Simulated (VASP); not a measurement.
The system is MgO (Periclase).

```
Mg O
1.0
     0.00000    2.12685    2.12685
     2.12685    0.00000    2.12685
     2.12685    2.12685    0.00000
Mg O
1 1
Direct
  0.00000 0.00000 0.00000
  0.50000 0.50000 0.50000
```

| Quantity | Value |
| --- | --- |
| Program | VASP 6.6.1 |
| Task | relaxation of cell and atoms |
| Functional | PBEsol |
| Potentials or basis | VASP PAW PBE potentials, release 64 (Mg, O) |
| Cutoff | 600 eV |
| k mesh | 10 × 10 × 10 |
| Occupations | fermi-dirac, width 0.02 eV |
| Spin | no spin polarisation |

At the start: pressure -4.9 GPa; volume 9.62 Å³/atom.

Q: How do energy, volume and symmetry change on relaxing?

A: Over 3 steps the energy falls by 4.9 meV/atom and the volume is 9.31 Å³/atom (-3.2 %); space group Fm-3m (No. 225, to 0.05 Å).

Step by step:
| step | energy change (eV) | largest force (eV/Å) | pressure (GPa) | volume (Å³) |
| --- | --- | --- | --- | --- |
| 1 | 0.0000 | 0.0000 | -4.91 | 19.24 |
| 2 | -0.0087 | 0.0000 | 1.69 | 18.43 |
| 3 | -0.0097 | 0.0000 | 0.00 | 18.62 |

Final structure:
```cif
data_structure
_symmetry_space_group_name_H-M 'P 1'
_symmetry_Int_Tables_number 1
_cell_length_a 2.9752
_cell_length_b 2.9752
_cell_length_c 2.9752
_cell_angle_alpha 60.000
_cell_angle_beta 60.000
_cell_angle_gamma 60.000
_cell_volume 18.62
loop_
_atom_site_label
_atom_site_type_symbol
_atom_site_fract_x
_atom_site_fract_y
_atom_site_fract_z
_atom_site_occupancy
Mg1 Mg 0.00000 0.00000 0.00000 1
O1 O 0.50000 0.50000 0.50000 1
```

Caveat: the PAW data sets were made with another functional, which shifts forces and pressure a little.
